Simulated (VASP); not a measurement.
HfTi5N6: single point with PBE

HfTi5N6:

```
CELL_PARAMETERS angstrom
3.04775 0.00000 0.00000
-1.52388 2.63943 0.00000
0.00000 0.00000 14.86079
ATOMIC_POSITIONS crystal
Hf 0.00000 0.00000 0.00000
Ti 0.33333 0.66667 0.17417
Ti 0.66667 0.33333 0.33635
Ti 0.00000 0.00000 0.50000
Ti 0.33333 0.66667 0.66365
Ti 0.66667 0.33333 0.82583
N 0.33333 0.66667 0.41840
N 0.66667 0.33333 0.58160
N 0.00000 0.00000 0.74482
N 0.33333 0.66667 0.90906
N 0.66667 0.33333 0.09094
N 0.00000 0.00000 0.25518
```

* Program: VASP 6.6.1
* Task: single point
* Functional: PBE
* Potentials or basis: VASP PAW PBE potentials, release 64 (Hf_pv, Ti_sv, N)
* Cutoff: 520 eV
* k mesh: 12 × 12 × 4
* Occupations: gaussian, width 0.1 eV
* Spin: no spin polarisation
* Dipole correction: no
* Further INCAR settings: ALGO = Normal; EDIFF = 1e-07; NBANDS = 62

- Pressure: -0.1 GPa
- Largest force: 0.148 eV/Å
- Band gap on the k mesh: zero (bands 50 and 51 overlap by 0.86 eV)

Forces in eV/Å, atoms in the order of the input:
```
Hf   0.000  0.000  0.000
Ti   0.000  0.000 -0.010
Ti   0.000  0.000 -0.002
Ti   0.000  0.000  0.000
Ti   0.000  0.000  0.002
Ti   0.000  0.000  0.010
N    0.000  0.000 -0.002
N    0.000  0.000  0.002
N    0.000  0.000 -0.005
N    0.000  0.000  0.148
N    0.000  0.000 -0.148
N    0.000  0.000  0.005
```

Stress tensor (GPa, compression positive):
```
-0.07  0.00  0.00
 0.00 -0.07  0.00
 0.00  0.00 -0.19
```

Levels at points of the mesh, in eV from the Fermi level:
```tsv
k point	band 46	band 47	band 48	band 49	band 50	band 51	band 52	band 53	band 54	band 55
(0.00, 0.00, 0.00)	-2.17	-2.11	-0.61	-0.61	-0.53	-0.14	-0.14	0.13	0.15	0.15
(0.50, 0.00, 0.00)	-3.29	-3.24	-3.12	-1.40	-1.34	0.67	0.68	1.55	1.67	1.72
(0.00, 0.00, 0.50)	-2.59	-2.59	-0.51	-0.51	-0.32	-0.32	-0.22	-0.22	0.41	0.41
(0.50, 0.00, 0.50)	-3.50	-3.50	-2.31	-2.30	-0.36	-0.33	1.42	1.56	1.56	1.67
```

Run time: 19 min on 1 thread of AMD EPYC 7R43 64-Core Processor (Zen 3), with other jobs on the host, peak memory 0.47 GiB.

Caveat: spin-orbit coupling is left out, which moves the levels of the heavy elements.
